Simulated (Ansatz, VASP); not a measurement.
## Zr: VASP beside Ansatz

Contents of INCAR:

```
SYSTEM = Zr
  PREC = Accurate
  ENCUT = 520
  EDIFF = 1E-6
  ISMEAR = -1
  SIGMA = 0.1
  LREAL = .FALSE.
  LASPH = .TRUE.
  NELM = 80
  ALGO = Normal
  ISIF = 2
  LWAVE = .FALSE.
  LCHARG = .FALSE.
  GGA = RE
  NBANDS = 12
```

The input KPOINTS:

```
regular mesh
0
G
  13 13 13
  0 0 0
```

Contents of POSCAR:

```
Zr
1.0
    0.0000000000      2.2155548459      2.2155548459
    2.2155548459      0.0000000000      2.2155548459
    2.2155548459      2.2155548459      0.0000000000
Zr
1
Direct
    0.0000000000      0.0000000000      0.0000000000
```

Input for Ansatz:

```yaml
crystal:
  lattice:
    - [0.0, 2.2155548459, 2.2155548459]
    - [2.2155548459, 0.0, 2.2155548459]
    - [2.2155548459, 2.2155548459, 0.0]
  atoms:
    - { symbol: Zr, position: [0.0, 0.0, 0.0] }
hamiltonian:
  xc: revpbe
  pseudopotentials:
    kind: paw
    azcp:
      Zr: "pseudopotentials/Zr.paw.azcp"
basis:
  ecutwfc: 420
  fft_grid_basis: typed
kpoints:
  mp_grid: { grid: [13, 13, 13], shift: [0, 0, 0] }
magnetization:
  spin_polarized: false
scf:
  occupations: { method: fermi_dirac, width: 0.1 }
  lower_state_search: "off"
output:
  stress: true
```

Alike in both runs: task single point; functional revPBE; k mesh 13 × 13 × 13; occupations fermi-dirac, width 0.1 eV; no spin polarisation.

|  | VASP | Ansatz |
| --- | --- | --- |
| version | VASP 6.6.1 | Ansatz 0.2.0 |
| potentials or method | VASP PAW PBE potentials, release 64 (Zr_sv), cutoff 520 eV | plane waves (420 eV) with PAW, scalar-relativistic |
| valence electrons in the cell | 12 | 12 |

```tsv
	VASP	Ansatz	Ansatz less VASP
pressure (GPa)	8.4	8.4	-0.01
```

VASP's potentials were made for PBE, not for revPBE.
